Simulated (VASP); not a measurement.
Set up this calculation in VASP 6.6.1, as the native input.

```
Task                   : relaxation of cell and atoms
Functional             : r2SCAN
Potentials or basis    : VASP PAW PBE potentials, release 64 (Al, O)
Cutoff                 : 600 eV
k mesh                 : 11 × 11 × 3
Occupations            : fermi-dirac, width 0.05 eV
Spin                   : no spin polarisation
Target pressure        : 10 GPa
Dipole correction      : no
Further INCAR settings : ALGO = Normal; EDIFF = 1e-07; IBRION = 2; EDIFFG = -0.01; NSW = 60; ISIF = 3
```

The system is Al2O3.

```
CELL_PARAMETERS angstrom
2.88432 0.00000 0.00000
-1.44216 2.49790 0.00000
0.00000 0.00000 9.33675
ATOMIC_POSITIONS crystal
Al 0.00000 0.00000 0.85001
Al 0.00000 0.00000 0.14999
O 0.33333 0.66667 0.77768
O 0.66667 0.33333 0.00000
O 0.33333 0.66667 0.22232
```

The input as run:

POSCAR

```
Al2O3
1.0
    2.8843249483      0.0000000000      0.0000000000
   -1.4421624742      2.4978986780      0.0000000000
    0.0000000000      0.0000000000      9.3367544600
Al O
2 3
Direct
    0.0000000000      0.0000000000      0.8500076700
    0.0000000000      0.0000000000      0.1499923300
    0.3333333333      0.6666666667      0.7776830800
    0.6666666667      0.3333333333      0.0000000000
    0.3333333333      0.6666666667      0.2223169200
```

INCAR.step1

```
SYSTEM = Al2O3
  ALGO = Normal
  EDIFF = 1E-4
  ENCUT = 600
  GGA = PE
  ISMEAR = -1
  LASPH = .TRUE.
  LCHARG = .FALSE.
  LREAL = .FALSE.
  LWAVE = .TRUE.
  NELM = 80
  PREC = Accurate
  SIGMA = 0.05
```

INCAR.step2

```
SYSTEM = Al2O3
  ALGO = Normal
  EDIFF = 1E-7
  EDIFFG = -0.01
  ENCUT = 600
  IBRION = 2
  ISIF = 3
  ISMEAR = -1
  ISTART = 1
  LASPH = .TRUE.
  LCHARG = .FALSE.
  LMIXTAU = .TRUE.
  LREAL = .FALSE.
  LWAVE = .FALSE.
  METAGGA = R2SCAN
  NELM = 80
  NSW = 60
  PREC = Accurate
  PSTRESS = 100.0
  SIGMA = 0.05
```

KPOINTS

```
k-points
0
G
  11 11 3
  0 0 0
```

Potentials or basis: VASP PAW PBE potentials, release 64 (Al, O).

Command:

```sh
$ cat potpaw_PBE.64/Al/POTCAR potpaw_PBE.64/O/POTCAR > POTCAR
$ cp INCAR.step1 INCAR
$ mpirun -np 1 vasp_std > vasp.out
$ cp INCAR.step2 INCAR
$ mpirun -np 1 vasp_std > vasp.out
```

It gave:

* Relaxed volume: 9.31 Å³/atom
* Relaxed cell: a = 2.815 Å, b = 2.815 Å, c = 6.785 Å, α = 90.00°, β = 90.00°, γ = 120.00°
* Space group after relaxing (to 0.1 Å): P-6m2 (No. 187)
* Energy change on relaxing (the run minimises the enthalpy): +15.7 meV/atom
* Ionic steps: 40
* Pressure after relaxing: 9.9 GPa
* Largest force after relaxing: 0.008 eV/Å
* Band gap on the k mesh: 5.61 eV (least direct gap 5.70 eV)

Caveat: the cell is relaxed towards a set pressure, so the run minimises the enthalpy, not the energy; the volume moved by over 15 % at a fixed basis, so the end points are rough; the PAW data sets were made with another functional, which shifts forces and pressure a little.

Wall time 90 min on 1 thread of Intel(R) Xeon(R) Platinum 8259CL CPU @ 2.50GHz (Skylake/Cascade Lake), with other jobs on the host, peak memory 0.25 GiB.
